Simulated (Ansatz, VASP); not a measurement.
Ge: VASP beside Ansatz

Contents of INCAR:

```
SYSTEM = Ge
PREC = Accurate
ENCUT = 520
EDIFF = 1E-6
ISMEAR = 0
SIGMA = 0.15
LREAL = .False.
LASPH = .True.
NELM = 80
ALGO = Normal
ISIF = 2
LWAVE = .False.
LCHARG = .False.
GGA = PS
NBANDS = 21
```

File KPOINTS:

```
Automatic mesh
0
Gamma
  14 14 14
  0 0 0
```

Contents of POSCAR:

```
Ge
1.0
    0.0000000000      2.8216980750      2.8287700000
    2.8358419250      0.0000000000      2.8287700000
    2.8358419250      2.8216980750      0.0000000000
Ge
2
Direct
    0.5000000000      0.5000000000      0.5000000000
    0.7500000000      0.7500000000      0.7500000000
```

Input for Ansatz:

```yaml
crystal:
  lattice:
    - [0.0, 2.821698075, 2.82877]
    - [2.835841925, 0.0, 2.82877]
    - [2.835841925, 2.821698075, 0.0]
  atoms:
    - { symbol: Ge, position: [0.5, 0.5, 0.5] }
    - { symbol: Ge, position: [0.75, 0.75, 0.75] }
basis:
  ecutwfc: 420
kpoints:
  mp_grid: { grid: [14, 14, 14] }
hamiltonian:
  xc: pbesol
scf:
  occupations: { method: gaussian, width: 0.15 }
output:
  forces: true
  stress: true
  eigenvalues: true
```

Change from the starting cell: strain +0.0025 x Voigt [1, -1, 0, 0, 0, 0], atoms carried along.

Alike in both runs: task single point; functional PBEsol; k mesh 14 × 14 × 14; occupations gaussian, width 0.15 eV; no spin polarisation.

|  | VASP | Ansatz |
| --- | --- | --- |
| version | VASP 6.6.1 | Ansatz 0.2.0 |
| potentials or method | VASP PAW PBE potentials, release 64 (Ge_d), cutoff 520 eV | scalar-relativistic, plane waves, PAW |
| valence electrons in the cell | 28 | 28 |

Ansatz gave:

* pressure (GPa): 0.7
* traceless stress, the component that is largest in VASP (GPa): -0.18

**Question.** What did VASP give for the same quantities?

**Answer.** Pressure (GPa): 0.2; traceless stress, the component that is largest in VASP (GPa): -0.18.

VASP's potentials were made for PBE, not for PBEsol. With one functional, cell and mesh, what is left measures potentials, basis and numerics.
